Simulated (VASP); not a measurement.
SrTiO3: single point with PBE

SrTiO3:

```
CELL_PARAMETERS angstrom
3.93641 0.00000 0.00000
0.00000 3.93641 0.00000
0.00000 0.00000 3.93641
ATOMIC_POSITIONS crystal
Sr 0.96403 0.00000 0.00000
Ti 0.54390 0.50000 0.50000
O 0.01525 0.50000 0.50000
O 0.52521 0.00000 0.50000
O 0.52521 0.50000 0.00000
```

This cell differs from its parent crystal: mode 1 frozen in at +0.000 Å and mode 7 at -0.173 Å (largest displacements).

```
Program             : VASP 6.6.1
Task                : single point
Functional          : PBE
Potentials or basis : VASP PAW PBE potentials, release 64 (Sr_sv, Ti_sv, O)
Cutoff              : 520 eV
k mesh              : 8 × 8 × 8
Occupations         : gaussian, width 0.05 eV
Spin                : no spin polarisation
```

- Pressure: 3.1 GPa
- Largest force: 1.031 eV/Å
- Band gap on the k mesh: 1.85 eV, indirect (least direct gap 2.27 eV)

Forces in eV/Å, atoms in the order of the input:
```
Sr   1.031  0.000  0.000
Ti  -0.898  0.000  0.000
O    0.166  0.000  0.000
O   -0.149  0.000  0.000
O   -0.149  0.000  0.000
```

Stress tensor (GPa, compression positive):
```
3.93 0.00 0.00
0.00 2.75 0.00
0.00 0.00 2.75
```

Levels at points of the mesh, in eV from the valence-band top:
```csv
k point,band 17,band 18,band 19,band 20,band 21,band 22,band 23,band 24
"(0.00, 0.00, 0.00)",-1.13,-0.44,-0.41,-0.41,1.85,2.08,2.08,4.25
"(0.50, 0.00, 0.00)",-2.28,-1.87,-0.71,-0.71,2.01,3.81,3.81,4.26
"(0.00, 0.50, 0.00)",-2.26,-1.56,-0.84,-0.73,2.24,3.73,3.78,4.35
"(0.50, 0.50, 0.00)",-1.71,-1.49,-1.45,-0.05,3.73,3.84,4.26,5.20
"(0.00, 0.50, 0.50)",-1.69,-1.61,-1.61,-0.10,3.81,3.81,4.16,5.22
"(0.50, 0.50, 0.50)",-3.55,-0.02,0.00,0.00,4.37,4.41,4.41,6.86
```

It took 60 s on 1 thread of Intel(R) Xeon(R) 6975P-C (Granite Rapids) (shared host), peak memory 0.26 GiB.

Caveat: the cell differs from its parent crystal (mode 1 frozen in at +0.000 Å and mode 7 at -0.173 Å (largest displacements)); forces of over 1 eV/Å act on the atoms, so gaps and moduli don't describe the material at rest. A k mesh can miss the band edges.
